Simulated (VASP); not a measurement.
# InP: vibrations by perturbation theory with PBE

InP:

```
CELL_PARAMETERS angstrom
0.00000 2.73752 2.73752
2.73752 0.00000 2.73752
2.73752 2.73752 0.00000
ATOMIC_POSITIONS crystal
In 0.00000 0.00000 0.00000
P 0.50000 0.50000 0.50000
```

```json
{
  "Program": "VASP 6.6.1",
  "Task": "vibrations by perturbation theory",
  "Functional": "PBE",
  "Potentials or basis": "VASP PAW PBE potentials, release 64 (In_d, P)",
  "Cutoff": "520 eV",
  "k mesh": "14 × 14 × 14",
  "Occupations": "fermi-dirac, width 0.15 eV",
  "Spin": "no spin polarisation",
  "Dipole correction": "no",
  "Further INCAR settings": "ALGO = Normal; EDIFF = 1e-08; IBRION = 8; NSW = 1"
}
```

| Quantity | Value |
| --- | --- |
| Highest phonon frequency at Γ, LO-TO splitting left out | 171 cm⁻¹ |

Phonon frequencies in cm⁻¹ (negative: imaginary):
```tsv
q point	frequencies
(0.000, 0.000, 0.000)	0 0 0 171 171 171
```

Wall time 12 min on 1 thread of Intel Xeon 8259CL (shared host), peak memory 0.42 GiB.

Caveat: the cell stands under pressure or tension, which shifts response properties.
